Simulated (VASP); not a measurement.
KF, 2 atoms in the cell. The structure is orthorhombic, space group Fmmm (No. 69). Conventional cell: a = 5.163 Å, b = 5.254 Å, c = 5.357 Å, α = 90.00°, β = 90.00°, γ = 90.00°. K (site symmetry mmm) has 6 F at 2.58 to 2.68 Å within 3.4 Å. Within 3.4 Å of F (site symmetry mmm) lie 6 K at 2.58 to 2.68 Å.  This cell differs from its parent crystal: normal strain along x +0.0175, normal strain along z +0.0375.

* Program: VASP 6.6.1
* Task: single point
* Functional: LDA
* Potentials or basis: VASP PAW LDA potentials, release 64 (K_sv, F)
* Cutoff: 520 eV
* k mesh: 8 × 8 × 8
* Occupations: gaussian, width 0.05 eV
* Spin: no spin polarisation
* Dipole correction: no
* Further INCAR settings: ALGO = Normal; EDIFF = 1e-06; NBANDS = 15

Potentials or basis: VASP PAW LDA potentials, release 64 (K_sv, F).

Run with:

```bash
$ cat potpaw_LDA.64/K_sv/POTCAR potpaw_LDA.64/F/POTCAR > POTCAR
$ mpirun -np 1 vasp_std > vasp.out
```

Hardware: 1 thread of Intel(R) Xeon(R) 6975P-C (Granite Rapids), on a shared host.

Q: Estimate the wall time of this run.

A: Wall time 18 s on 1 thread of Intel(R) Xeon(R) 6975P-C (Granite Rapids), on a shared host, peak memory 0.17 GiB. Counts: scf iterations 12, k points 95.
